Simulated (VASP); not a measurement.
# La2SiF (P4/nmm) in VASP: a series of runs

La2SiF is run at these levels: PBE; tasks: single point.

All numbers are computed with VASP 6.6.1; they aren't measurements. Logs are shortened: lines on timing, memory, paths and dates and some standing lists are left out, and cuts for length are marked.

### 1 The cell of the first run

The structure is tetragonal, space group P4/nmm (No. 129). The conventional cell has a = 4.140 Å, b = 4.140 Å, c = 9.490 Å, α = 90.00°, β = 90.00°, γ = 90.00°. La (site symmetry -4m2) has 8 La at 2.93 to 3.83 Å and 4 F at 3.12 Å within 3.9 Å. Within 3.4 Å of La (site symmetry 4mm) lie 4 Si at 2.57 Å and 4 F at 3.06 Å. Si (site symmetry -4m2) has 4 La at 2.57 Å and 4 Si at 2.93 Å and 4 F at 3.17 Å within 3.4 Å. Within 4.2 Å of F (site symmetry 4mm) lie 9 La at 3.06 to 3.93 Å and 4 Si at 3.17 Å and 4 F at 4.14 Å.

The cell was built from a structure type or drawn by symmetry, and may not be a known phase.

### 2 Single point, PBE

Input file INCAR:

```
PREC     = Accurate       # precision mode
ENCUT    = 520            # plane-wave cutoff, eV
EDIFF    = 1E-6           # SCF threshold, eV
ISMEAR   = 0              # smearing method
SIGMA    = 0.1            # smearing width, eV
LREAL    = F              # projectors in reciprocal space
LASPH    = T              # aspherical terms in the spheres
NELM     = 80             # most SCF steps
ALGO     = Normal         # electronic algorithm
ISIF     = 2              # what is computed and relaxed
LWAVE    = F              # write WAVECAR
LCHARG   = F              # write CHGCAR
GGA      = PE             # functional
NBANDS   = 43             # bands
```

Input file KPOINTS:

```
regular mesh
0
Gamma
  4 4 2
```

Input file POSCAR:

```
La2SiF
1.0
    4.1402801400      0.0000000000      0.0000000000
    0.0000000000      4.1402801400      0.0000000000
    0.0000000000      0.0000000000      9.4896507600
La Si F
4 2 2
Direct
    0.5000000000      0.5000000000      0.0000000000
    0.0000000000      0.0000000000      0.0000000000
    0.0000000000      0.5000000000      0.3393414000
    0.5000000000      0.0000000000      0.6606586000
    0.5000000000      0.5000000000      0.5000000000
    0.0000000000      0.0000000000      0.5000000000
    0.0000000000      0.5000000000      0.7535074400
    0.5000000000      0.0000000000      0.2464925600
```

Potentials or basis: VASP PAW PBE potentials, release 64 (La, Si, F).

On the command line:

```console
cat potpaw_PBE.64/La/POTCAR potpaw_PBE.64/Si/POTCAR potpaw_PBE.64/F/POTCAR > POTCAR
mpirun -np 1 vasp_std > vasp.out
```

OUTCAR:

```text
PREC = Accurate
   ENCUT = 520
   EDIFF = 1E-6
   ISMEAR = 0
   LREAL = F
   LASPH = T
   NELM = 80
   ISIF = 2
   GGA = PE

 ion  position               nearest neighbor table
   1  0.500  0.500  0.000-   2 2.93   2 2.93   2 2.93   2 2.93
   2  0.000  0.000  0.000-   1 2.93   1 2.93   1 2.93   1 2.93
   3  0.000  0.500  0.339-   5 2.57   6 2.57   6 2.57   5 2.57
   4  0.500  0.000  0.661-   5 2.57   6 2.57   5 2.57   6 2.57
   5  0.500  0.500  0.500-   3 2.57   4 2.57   4 2.57   3 2.57   6 2.93   6 2.93   6 2.93   6 2.93

   6  0.000  0.000  0.500-   3 2.57   4 2.57   3 2.57   4 2.57   5 2.93   5 2.93   5 2.93   5 2.93

   7  0.000  0.500  0.754-
   8  0.500  0.000  0.246-

  LATTYP: Found a simple tetragonal cell.
 ALAT       =     4.1402801400
 C/A-ratio  =     2.2920310798

  Lattice vectors:

 A1 = (   4.1402801400,   0.0000000000,   0.0000000000)
 A2 = (   0.0000000000,   4.1402801400,   0.0000000000)
 A3 = (   0.0000000000,   0.0000000000,   9.4896507600)

Analysis of symmetry for initial positions (statically):
=====================================================================
 Subroutine PRICEL returns:
 Original cell was already a primitive cell.

 Routine SETGRP: Setting up the symmetry group for a
 simple tetragonal supercell.

 Subroutine GETGRP returns: Found 16 space group operations
 (whereof  8 operations were pure point group operations)
 out of a pool of 16 trial point group operations.

The static configuration has the point symmetry D_2d.
 The point group associated with its full space group is D_4h.

Analysis of symmetry for dynamics (positions and initial velocities):
=====================================================================
 Subroutine PRICEL returns:
 Original cell was already a primitive cell.

 Routine SETGRP: Setting up the symmetry group for a
 simple tetragonal supercell.

 Subroutine GETGRP returns: Found 16 space group operations
 (whereof  8 operations were pure point group operations)
 out of a pool of 16 trial point group operations.

The dynamic configuration has the point symmetry D_2d.
 The point group associated with its full space group is D_4h.

 Subroutine INISYM returns: Found 16 space group operations
 (whereof  8 operations are pure point group operations),
 and found     1 'primitive' translations

----------------------------------------------------------------------------------------

                                     Primitive cell

  volume of cell :     162.6708

  direct lattice vectors                    reciprocal lattice vectors
     4.140280140  0.000000000  0.000000000     0.241529550  0.000000000  0.000000000
     0.000000000  4.140280140  0.000000000     0.000000000  0.241529550  0.000000000
     0.000000000  0.000000000  9.489650760     0.000000000  0.000000000  0.105377956

  length of vectors
     4.140280140  4.140280140  9.489650760     0.241529550  0.241529550  0.105377956

  position of ions in fractional coordinates (direct lattice)
     0.500000000  0.500000000  0.000000000
     0.000000000  0.000000000  0.000000000
     0.000000000  0.500000000  0.339341400
     0.500000000  0.000000000  0.660658600
     0.500000000  0.500000000  0.500000000
     0.000000000  0.000000000  0.500000000
     0.000000000  0.500000000  0.753507440
     0.500000000  0.000000000  0.246492560

  ion indices of the primitive-cell ions
   primitive index   ion index
                 1           1
                 2           2
                 3           3
                 4           4
                 5           5
                 6           6
                 7           7
                 8           8

----------------------------------------------------------------------------------------

 KPOINTS: regular mesh

Automatic generation of k-mesh.
 Grid dimensions read from file:
 generate k-points for:    4    4    2

 Generating k-lattice:

  Cartesian coordinates                     Fractional coordinates (reciprocal lattice)
     0.060382388  0.000000000  0.000000000     0.250000000  0.000000000  0.000000000
     0.000000000  0.060382388  0.000000000     0.000000000  0.250000000  0.000000000
     0.000000000  0.000000000  0.052688978     0.000000000  0.000000000  0.500000000

  Length of vectors
     0.060382388  0.060382388  0.052688978

  Shift w.r.t. Gamma in fractional coordinates (k-lattice)
     0.000000000  0.000000000  0.000000000

 Subroutine IBZKPT returns following result:
 ===========================================

 Found     12 irreducible k-points:

 Following reciprocal coordinates:
            Coordinates               Weight
  0.000000  0.000000  0.000000      1.000000
  0.250000  0.000000  0.000000      4.000000
  0.500000  0.000000  0.000000      2.000000
  0.250000  0.250000  0.000000      4.000000
  0.500000  0.250000  0.000000      4.000000
  0.500000  0.500000  0.000000      1.000000
  0.000000  0.000000  0.500000      1.000000
  0.250000  0.000000  0.500000      4.000000
  0.500000  0.000000  0.500000      2.000000
  0.250000  0.250000  0.500000      4.000000
  0.500000  0.250000  0.500000      4.000000
  0.500000  0.500000  0.500000      1.000000
   k-points           NKPTS =     12   k-points in BZ     NKDIM =     12   number of bands    NBANDS=     43
   number of dos      NEDOS =    301   number of ions     NIONS =      8
   total plane-waves  NPLWV =  73728
   dimension x,y,z NGX =    32 NGY =   32 NGZ =   72
   dimension x,y,z NGXF=    64 NGYF=   64 NGZF=  144
   ions per type =               4   2   2
   NGX,Y,Z   is equivalent  to a cutoff of  12.85, 12.85, 12.61 a.u.
   NGXF,Y,Z  is equivalent  to a cutoff of  25.70, 25.70, 25.23 a.u.
 SYSTEM =  unknown system
   PREC   = accura    normal or accurate (medium, high low for compatibility)
   ISTART =      0    job   : 0-new  1-cont  2-samecut
   ICHARG =      2    charge: 1-file 2-atom 10-const
   ISPIN  =      1    spin polarized calculation?
   LNONCOLLINEAR =      F non collinear calculations
   LSORBIT =      F    spin-orbit coupling
   LASPH  =      T    aspherical Exc in radial PAW
   ENCUT  =  520.0 eV  38.22 Ry    6.18 a.u.   7.70  7.70 17.64*2*pi/ulx,y,z
   NELM   =     80;   NELMIN=  2; NELMDL= -5     # of ELM steps
   EDIFF  = 0.1E-05   stopping-criterion for ELM
   LREAL  =      F    real-space projection
   EDIFFG = 0.1E-04   stopping-criterion for IOM
   NSW    =      0    number of steps for IOM
   IBRION =     -1    ionic relax: 0-MD 1-quasi-New 2-CG
   NFREE  =      0    steps in history (QN), initial steepest desc. (CG)
   ISIF   =      2    stress and relaxation
   ISYM   =      2    0-nonsym 1-usesym 2-fastsym
   POTIM  = 0.5000    time-step for ionic-motion
   TEBEG  =    0.0;   TEEND  =   0.0 temperature during run
   PSTRESS=    0.0 pullay stress
   NELECT =      66.0000    total number of electrons
   NUPDOWN=      -1.0000    fix difference up-down
   EMIN   =  10.00;   EMAX   =-10.00  energy-range for DOS
   EFERMI =   0.00;   METHOD = LEGACY
   ISMEAR =     0;   SIGMA  =   0.10  broadening in eV -4-tet -1-fermi 0-gaus
   EFERMI_NEDOS =   21; number of points for ismear=-14 and -15
   IALGO  =     38    algorithm
   IMIX   =      4    mixing-type and parameters
     AMIX     =   0.40;   BMIX     =  1.00
     AMIX_MAG =   1.60;   BMIX_MAG =  1.00
  volume/ion in A,a.u.               =      20.33       137.22
  Fermi-wavevector in a.u.,A,eV,Ry     =   1.211954  2.290262 19.984690  1.468833
  Thomas-Fermi vector in A             =   2.347454
   LORBIT       =      0    0 simple, 1 ext, 2 COOP (PROOUT), +10 PAW based schemes
   GGA     = PE    functional components
   LHFCALC =     F    Hartree Fock is set to
   AEXX    =    0.0000 exact exchange contribution
   IVDW    =     0    specifies the selected vdW correction
   LEPSILON=     F    determine dielectric tensor
   LRPA    =     F    only Hartree local field effects (RPA)
 non-spin polarized calculation
 Gauss-broadening in eV      SIGMA  =   0.10
  energy-cutoff  :      520.00
  volume of cell :      162.67
 maximum number of plane-waves:      4408
 NGX is ok and might be reduce to    32
   NGX = 15   NGY = 15   NGZ = 35

 number of electron      66.0000022 magnetization

 Free energy of the ion-electron system (eV)
  ---------------------------------------------------
  ext. energy  EPLUGINS =         0.00000000
  ---------------------------------------------------
  free energy    TOTEN  =       -37.08673143 eV

  energy without entropy =      -37.06839429  energy(sigma->0) =      -37.07756286

 E-fermi :   9.2691     XC(G=0): -10.4942

 val. band max:        9.2214609699   @ k =   0.2500   0.0000   0.0000
 cond. band min:       9.2750307353   @ k =   0.2500   0.0000   0.5000
 fundamental gap:      0.0535697654
 Fermi energy:         9.2690543372

 k-point     1 :       0.0000    0.0000    0.0000
  band No.  band energies     occupation
      1     -24.2541      2.00000
      2     -22.7105      2.00000
      3     -22.5777      2.00000
      4     -22.5149      2.00000
      5     -14.2299      2.00000
      6     -14.2010      2.00000
[... 35 lines left out ...]
     42      11.0794      0.00000
     43      11.1144      0.00000

 k-point     2 :       0.2500    0.0000    0.0000
  band No.  band energies     occupation
      1     -24.0491      2.00000
      2     -22.9603      2.00000
      3     -22.5526      2.00000
      4     -22.5081      2.00000
      5     -14.2347      2.00000
      6     -14.2129      2.00000
[... 35 lines left out ...]
     42      11.1339      0.00000
     43      11.2167      0.00000

 k-point     3 :       0.5000    0.0000    0.0000
  band No.  band energies     occupation
      1     -23.5270      2.00000
      2     -23.5270      2.00000
      3     -22.5142      2.00000
      4     -22.5142      2.00000
      5     -14.2324      2.00000
      6     -14.2324      2.00000
[... 367 lines left out ...]
      6     -14.2238      2.00000
[... 35 lines left out ...]
     42      10.8960      0.00000
     43      11.3353      0.00000

 k-point    12 :       0.5000    0.5000    0.5000
  band No.  band energies     occupation
      1     -23.4745      2.00000
      2     -23.4745      2.00000
      3     -22.4856      2.00000
      4     -22.4856      2.00000
      5     -14.2158      2.00000
      6     -14.2158      2.00000
[... 35 lines left out ...]
     42      11.2755      0.00000
     43      11.2897      0.00000

------------------------ aborting loop because EDIFF is reached ----------------------------------------

  FORCE on cell =-STRESS in cart. coord.  units (eV):
  Direction    XX          YY          ZZ          XY          YZ          ZX
  --------------------------------------------------------------------------------------
  -------------------------------------------------------------------------------------
  Total       16.4771409     16.4771409     20.7989099      0.0000000      0.0000000      0.0000000
  in kB      162.2866346    162.2866346    204.8525959      0.0000000      0.0000000      0.0000000
  external PRESSURE =     176.4752884 kB  Pullay stress =       0.0000000 kB

 VOLUME and BASIS-vectors are now :
 -----------------------------------------------------------------------------
  energy-cutoff  :      520.00
  volume of cell :      162.67
      direct lattice vectors                 reciprocal lattice vectors
     4.140280140  0.000000000  0.000000000     0.241529550  0.000000000  0.000000000
     0.000000000  4.140280140  0.000000000     0.000000000  0.241529550  0.000000000
     0.000000000  0.000000000  9.489650760     0.000000000  0.000000000  0.105377956

 POSITION                                       TOTAL-FORCE (eV/Angst)
 -----------------------------------------------------------------------------------
      2.07014      2.07014      0.00000        -0.000000     -0.000000      0.000000
      0.00000      0.00000      0.00000         0.000000      0.000000      0.000000
      0.00000      2.07014      3.22023         0.000000      0.000000     -4.537814
      2.07014      0.00000      6.26942        -0.000000     -0.000000      4.537814
      2.07014      2.07014      4.74483         0.000000      0.000000      0.000000
      0.00000      0.00000      4.74483         0.000000     -0.000000      0.000000
      0.00000      2.07014      7.15052         0.000000      0.000000      1.770861
      2.07014      0.00000      2.33913         0.000000     -0.000000     -1.770861
 -----------------------------------------------------------------------------------
    total drift:                                0.000000     -0.000000     -0.000000

  FREE ENERGIE OF THE ION-ELECTRON SYSTEM (eV)
  ---------------------------------------------------
  free  energy   TOTEN  =       -37.0867314331 eV

  energy  without entropy=      -37.0683942903  energy(sigma->0) =      -37.07756286
```

It took 72 s on 1 thread of Intel Xeon 6975P-C (Granite Rapids), shared host; peak memory 0.29 GiB.

What came out:

* Free energy: -37.0867 eV
* Pressure: 17.6 GPa
* Largest force: 4.538 eV/Å
* Band gap on the k mesh: zero (bands 33 and 34 overlap by 1.29 eV)

Forces in eV/Å, atoms in the order of the input:
```
La   0.000  0.000  0.000
La   0.000  0.000  0.000
La   0.000  0.000 -4.538
La   0.000  0.000  4.538
Si   0.000  0.000  0.000
Si   0.000  0.000  0.000
F    0.000  0.000  1.771
F    0.000  0.000 -1.771
```

Levels at points of the mesh, in eV from the Fermi level:
```tsv
k point	band 28	band 29	band 30	band 31	band 32	band 33	band 34	band 35	band 36	band 37
(0.00, 0.00, 0.00)	-2.45	-2.45	-2.01	-1.90	-1.74	-1.13	0.04	0.13	0.13	1.25
(0.50, 0.00, 0.00)	-1.57	-1.44	-1.44	-0.33	-0.33	0.43	0.43	0.84	0.84	0.89
(0.50, 0.50, 0.00)	-2.74	-1.43	-1.43	0.16	0.16	0.57	0.57	1.01	1.01	1.74
(0.00, 0.00, 0.50)	-2.48	-2.48	-2.27	-2.07	-1.74	-1.14	-0.30	0.41	0.41	1.36
(0.50, 0.00, 0.50)	-1.61	-1.48	-1.48	-0.40	-0.40	0.61	0.61	0.96	0.96	0.97
(0.50, 0.50, 0.50)	-3.16	-0.86	-0.86	0.13	0.13	0.32	0.32	0.99	0.99	1.61
```

Caveat: the k points lie up to 0.38 Å⁻¹ apart, too coarse for converged energies and pressures of a metal; spin-orbit coupling is left out, which moves the levels of the heavy elements; forces of over 1 eV/Å act on the atoms, so gaps and moduli don't describe the material at rest.

### 3 Single point, PBE

This run uses another cell than the first one, of 31.41 Å³/atom.

Input file INCAR:

```
  ALGO = Normal
  EDIFF = 1E-6
  ENCUT = 520
  GGA = PE
  ISIF = 2
  ISMEAR = 0
  LASPH = True
  LCHARG = True
  LELF = True
  LREAL = False
  LVHAR = True
  LWAVE = False
  NBANDS = 43
  NELM = 100
  PREC = Accurate
  SIGMA = 0.1
```

Input file KPOINTS:

```
k-points
0
Gamma
  8 8 4
```

Input file POSCAR:

```
La2SiF
1.0
    4.8627534654      0.0000000000      0.0000000000
    0.0000000000      4.8627534654      0.0000000000
    0.0000000000      0.0000000000     10.6280048367
La Si F
4 2 2
Direct
    0.5000000000      0.5000000000      0.0000000000
    0.0000000000      0.0000000000      0.0000000000
    0.0000000000      0.5000000000      0.3541348044
    0.5000000000      0.0000000000      0.6458651956
    0.5000000000      0.5000000000      0.5000000000
    0.0000000000      0.0000000000      0.5000000000
    0.0000000000      0.5000000000      0.9275632784
    0.5000000000      0.0000000000      0.0724367216
```

Potentials or basis: VASP PAW PBE potentials, release 64 (La, Si, F).

On the command line:

```console
cat potpaw_PBE.64/La/POTCAR potpaw_PBE.64/Si/POTCAR potpaw_PBE.64/F/POTCAR > POTCAR
mpirun -np 1 vasp_std > vasp.out
```

Run time: 6.8 min. Hardware: 1 thread of Intel Xeon 6975P-C (Granite Rapids), shared host; peak memory 0.6 GiB.

Results (log left out):

```yaml
Free_energy: -42.0583 eV
Pressure: -0.1 GPa
Largest_force: 0.007 eV/Å
Band_gap_on_the_k_mesh: zero (bands 33 and 34 overlap by 0.42 eV)
```

Forces on the atoms (eV/Å):
```
La   0.000  0.000  0.000
La   0.000  0.000  0.000
La   0.000  0.000  0.006
La   0.000  0.000 -0.006
Si   0.000  0.000  0.000
Si   0.000  0.000  0.000
F    0.000  0.000  0.007
F    0.000  0.000 -0.007
```

Levels at points of the mesh, in eV from the Fermi level:
```tsv
k point	band 29	band 30	band 31	band 32	band 33	band 34	band 35	band 36	band 37	band 38
(0.00, 0.00, 0.00)	-1.91	-1.42	-1.41	-1.24	0.18	0.38	0.38	0.85	1.05	1.12
(0.50, 0.00, 0.00)	-1.21	-1.21	-0.68	-0.68	0.17	0.17	0.42	0.42	0.59	0.59
(0.50, 0.50, 0.00)	-0.64	-0.64	0.15	0.15	0.21	0.21	0.62	0.62	0.85	0.85
(0.00, 0.00, 0.50)	-1.91	-1.45	-1.41	-1.10	0.30	0.64	0.64	0.77	0.77	0.79
(0.50, 0.00, 0.50)	-1.21	-1.21	-0.68	-0.68	0.31	0.31	0.40	0.40	0.59	0.59
(0.50, 0.50, 0.50)	-0.56	-0.56	0.05	0.05	0.30	0.30	0.64	0.64	0.85	0.85
```

Caveat: spin-orbit coupling is left out, which moves the levels of the heavy elements.
